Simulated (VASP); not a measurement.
The system is Al.

```
Al
1.0
     3.71573    0.00000    0.00000
    -1.85787    3.21792    0.00000
     0.00000    0.00000    4.21563
Al
3
Direct
  0.22540 0.00000 0.33333
  0.00000 0.22540 0.66667
  0.77460 0.77460 0.00000
```

- Program: VASP 6.6.1
- Task: relaxation of cell and atoms
- Functional: r2SCAN
- Potentials or basis: VASP PAW PBE potentials, release 64 (Al)
- Cutoff: 600 eV
- k mesh: 6 × 6 × 4
- Occupations: gaussian, width 0.1 eV
- Spin: no spin polarisation

At the start: pressure 43.7 GPa; volume 16.80 Å³/atom.

Problem. Where does the relaxation end?

Solution. Over 13 steps the energy falls by 1674.5 meV/atom and the volume is 19.65 Å³/atom (+17.0 %); space group R-3m (No. 166, to 0.05 Å).

Step by step:
```
step  energy change (eV)  largest force (eV/Å)  pressure (GPa)  volume (Å³)
   1              0.0000                9.6068           43.68        50.41
   2             -3.5430                0.0391           -9.87        90.94
   3             -4.6345                0.6077           -5.36        69.10
   4             -4.6415                0.6810           -4.93        68.48
   5             -4.6449                0.8544           -3.96        67.18
   6             -4.8300                0.7793           -1.97        62.82
   7             -4.9387                0.5196            2.64        57.20
   8             -5.0125                0.1224            0.98        58.09
   9             -5.0210                0.0349            0.49        58.49
  10             -5.0210                0.0491            0.44        58.53
  11             -5.0229                0.0113           -0.13        59.05
  12             -5.0229                0.0057           -0.21        59.13
  13             -5.0234                0.0042           -0.04        58.96
```

Final structure:
```
Al
1.0
     3.87982    0.00000    0.00000
    -1.93991    3.36002    0.00000
     0.00000    0.00000    4.52244
Al
3
Direct
  0.33317 0.00000 0.33333
  0.00000 0.33317 0.66667
  0.66683 0.66683 0.00000
```

Caveat: the k points lie up to 0.35 Å⁻¹ apart in the final cell; the volume moved by over 15 % at a fixed basis, so the end points are rough; the PAW data sets were made with another functional, which shifts forces and pressure a little.
